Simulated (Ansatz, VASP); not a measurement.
# Yb in VASP and in Ansatz

```
CELL_PARAMETERS angstrom
0.00000 4.60771 4.60771
4.60771 0.00000 4.60771
4.60771 4.60771 0.00000
ATOMIC_POSITIONS crystal
Yb 0.12500 0.12500 0.12500
Yb 0.87500 0.87500 0.87500
```

Alike in both runs: task single point; functional revPBE; k mesh 7 × 7 × 7; occupations fermi-dirac, width 0.1 eV; no spin polarisation.

|  | VASP | Ansatz |
| --- | --- | --- |
| version | VASP 6.6.1 | Ansatz 0.2.0 |
| potentials or method | VASP PAW PBE potentials, release 64 (Yb), cutoff 520 eV | plane waves (420 eV) with PAW, scalar-relativistic |
| valence electrons in the cell | 48 | 48 |

VASP gave:

| Quantity | Value |
| --- | --- |
| pressure (GPa) | -0.5 |

**Question.** Which values does Ansatz return?

**Answer.** Pressure (GPa): -0.3.

VASP's potentials were made for PBE, not for revPBE. The functional is the same, so the differences come from potentials, cutoffs and numerics.

Neither program's run includes spin-orbit coupling.
